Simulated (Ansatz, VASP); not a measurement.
**LiH in VASP and in Ansatz**

The input INCAR:

```
SYSTEM = LiH
  PREC = Accurate
  ENCUT = 600
  EDIFF = 1E-7
  ISMEAR = 0
  SIGMA = 0.02
  LREAL = .False.
  LASPH = .True.
  NELM = 80
  ALGO = Normal
  ISIF = 3
  LWAVE = .False.
  LCHARG = .False.
  GGA = PE
  IBRION = 2
  NSW = 100
  EDIFFG = -0.01
```

File KPOINTS:

```
regular mesh
0
Gamma
  10 10 10
  0 0 0
```

Contents of POSCAR:

```
LiH
1.0
    0.0000000000      2.0010941983      2.0010941983
    2.0010941983      0.0000000000      2.0010941983
    2.0010941983      2.0010941983      0.0000000000
Li H
1 1
Direct
    0.5000000000      0.5000000000      0.5000000000
    0.0000000000      0.0000000000      0.0000000000
```

Input for Ansatz:

```yaml
crystal:
  lattice:
    - [0.0, 2.0010941983, 2.0010941983]
    - [2.0010941983, 0.0, 2.0010941983]
    - [2.0010941983, 2.0010941983, 0.0]
  atoms:
    - { symbol: Li, position: [0.5, 0.5, 0.5] }
    - { symbol: H, position: [0.0, 0.0, 0.0] }
basis:
  ecutwfc: 420
kpoints:
  mp_grid: { grid: [10, 10, 10] }
hamiltonian:
  xc: pbe
scf:
  occupations: { method: gaussian, width: 0.02 }
output:
  forces: true
  stress: true
  eigenvalues: true
  write_density: true
  write_potential: true
  elf: true
  volumetric_format: npy
relax:
  adjacent_minimum: "off"
  f_tol: 0.01
  max_steps: 80
  cell: { stress_tol: 0.05 }
```

Alike in both runs: task relaxation of cell and atoms; functional PBE; k mesh 10 × 10 × 10; occupations gaussian, width 0.02 eV; no spin polarisation.

|  | VASP | Ansatz |
| --- | --- | --- |
| version | VASP 6.6.1 | Ansatz 0.2.0 |
| potentials or method | VASP PAW PBE potentials, release 64 (Li_sv, H), cutoff 600 eV | scalar-relativistic, plane waves, PAW |
| valence electrons in the cell | 4 | 4 |

```tsv
	VASP	Ansatz	Ansatz less VASP
gap on the k mesh at the Fermi level, each at its own relaxed structure (eV)	2.98	2.98	+0.008
relaxed volume (Å³/atom)	8.01	8.03	+0.021
relaxed cell length with the largest relative difference (Å)	2.830	2.832	+0.0024
```

Noted on VASP's run: the cutoff is short for stress, so the pressure is rough; the relaxation stopped at its first step, so nothing moved.
